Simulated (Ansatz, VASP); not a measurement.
**One calculation of BaTiO3, two programs**

File INCAR:

```
ALGO = Normal ; EDIFF = 1E-6
ENCUT = 520 ; GGA = PE
ISIF = 2 ; ISMEAR = -1
LASPH = True ; LCHARG = False
LREAL = False ; LWAVE = False
NBANDS = 28 ; NELM = 100
PREC = Accurate ; SIGMA = 0.02
```

KPOINTS

```
k-points
0
Gamma
  6 6 6
```

Contents of POSCAR:

```
BaTiO3
1.0
    4.0739784504      0.0000000000      0.0000000000
    0.0000000000      4.0739784504      0.0000000000
    0.0000000000      0.0000000000      4.0739784504
Ba Ti O
1 1 3
Direct
    0.0000000000      0.0000000000      0.0000000000
    0.5000000000      0.5000000000      0.5000000000
    0.5000000000      0.5000000000      0.0000000000
    0.5000000000      0.0000000000      0.5000000000
    0.0000000000      0.5000000000      0.5000000000
```

Input for Ansatz:

```yaml
crystal:
  lattice:
    - [4.0739784504, 0.0, 0.0]
    - [0.0, 4.0739784504, 0.0]
    - [0.0, 0.0, 4.0739784504]
  atoms:
    - { symbol: Ba, position: [0.0, 0.0, 0.0] }
    - { symbol: Ti, position: [0.5, 0.5, 0.5] }
    - { symbol: O, position: [0.5, 0.5, 0.0] }
    - { symbol: O, position: [0.5, 0.0, 0.5] }
    - { symbol: O, position: [0.0, 0.5, 0.5] }
kpoints:
  mp_grid: { grid: [6, 6, 6] }
  band_path:
    path: [[0.0, 0.0, 0.0], [0.0, 0.5, 0.0], [0.5, 0.5, 0.0], [0.5, 0.5, 0.5]]
    npoints: 1
hamiltonian:
  xc: pbe
scf:
  occupations: { method: fermi_dirac, width: 0.02 }
  n_extra_bands: 5
output:
  forces: true
  stress: true
  eigenvalues: true
```

Change from the starting cell: hydrostatic strain +2.0%.

Alike in both runs: task single point; functional PBE; k mesh 6 × 6 × 6; occupations fermi-dirac, width 0.02 eV; no spin polarisation.

|  | VASP | Ansatz |
| --- | --- | --- |
| version | VASP 6.6.1 | Ansatz 0.2.0 |
| potentials or method | VASP PAW PBE potentials, release 64 (Ba_sv, Ti_sv, O) | plane waves, PAW |
| plane-wave cutoff (eV) | 520 | 420 |
| valence electrons in the cell | 40 | 40 |

Ansatz gave:

- gap on the k mesh at the Fermi level (eV): 1.70
- pressure (GPa): -6.0

Question: What did VASP give for the same quantities?

Answer: gap on the k mesh at the Fermi level (eV): 1.64; pressure (GPa): -4.6.

With one functional, cell and mesh, what is left measures potentials, basis and numerics.

Spin-orbit coupling is off throughout.
